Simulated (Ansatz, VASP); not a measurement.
## One calculation of Te, two programs

INCAR

```
PREC = Accurate ; ENCUT = 520
EDIFF = 1E-6 ; ISMEAR = -1
SIGMA = 0.05 ; LREAL = False
LASPH = True ; NELM = 100
ALGO = Normal ; ISIF = 2
LWAVE = False ; LCHARG = False
GGA = PE ; NBANDS = 16
```

Contents of KPOINTS:

```
regular mesh
0
Gamma
  4 4 3
```

Contents of POSCAR:

```
Te
1.0
    4.5302708278      0.0000000000      0.0000000000
   -2.2651354139      3.9233296229      0.0000000000
    0.0000000000      0.0000000000      5.9374277250
Te
3
Direct
    0.2684005468      1.0000000000      0.3333333333
    0.0000000000      0.2684005468      0.6666666667
    0.7315994532      0.7315994532      0.0000000000
```

Input for Ansatz:

```yaml
crystal:
  lattice:
    - [4.5302708278, 0.0, 0.0]
    - [-2.2651354139, 3.9233296229, 0.0]
    - [0.0, 0.0, 5.937427725]
  atoms:
    - { symbol: Te, position: [0.2684005468, 1.0, 0.3333333333] }
    - { symbol: Te, position: [0.0, 0.2684005468, 0.6666666667] }
    - { symbol: Te, position: [0.7315994532, 0.7315994532, 0.0] }
hamiltonian:
  xc: pbe
  pseudopotentials:
    kind: paw
    azcp:
      Te: "pseudopotentials/Te.paw.azcp"
basis:
  ecutwfc: 420
  fft_grid_basis: typed
kpoints:
  mp_grid: { grid: [4, 4, 3], shift: [0, 0, 0] }
magnetization:
  spin_polarized: false
scf:
  occupations: { method: fermi_dirac, width: 0.05 }
  lower_state_search: "off"
output:
  stress: true
```

Alike in both runs: task single point; functional PBE; k mesh 4 × 4 × 3; occupations fermi-dirac, width 0.05 eV; no spin polarisation.

|  | VASP | Ansatz |
| --- | --- | --- |
| version | VASP 6.6.1 | Ansatz 0.2.0 |
| potentials or method | VASP PAW PBE potentials, release 64 (Te), cutoff 520 eV | plane waves (420 eV) with PAW, scalar-relativistic |
| valence electrons in the cell | 18 | 48 |

|  | VASP | Ansatz | Ansatz less VASP |
| --- | --- | --- | --- |
| pressure (GPa) | 0.1 | 0.1 | -0.01 |
| traceless stress, the component that is largest in VASP (GPa) | -0.15 | -0.16 | -0.006 |

The functional is the same, so the differences come from potentials, cutoffs and numerics. VASP's potentials hold 18 valence electrons a cell and Ansatz's 48, so a difference there can come from the potentials and not from the codes.

Neither program's run includes spin-orbit coupling.
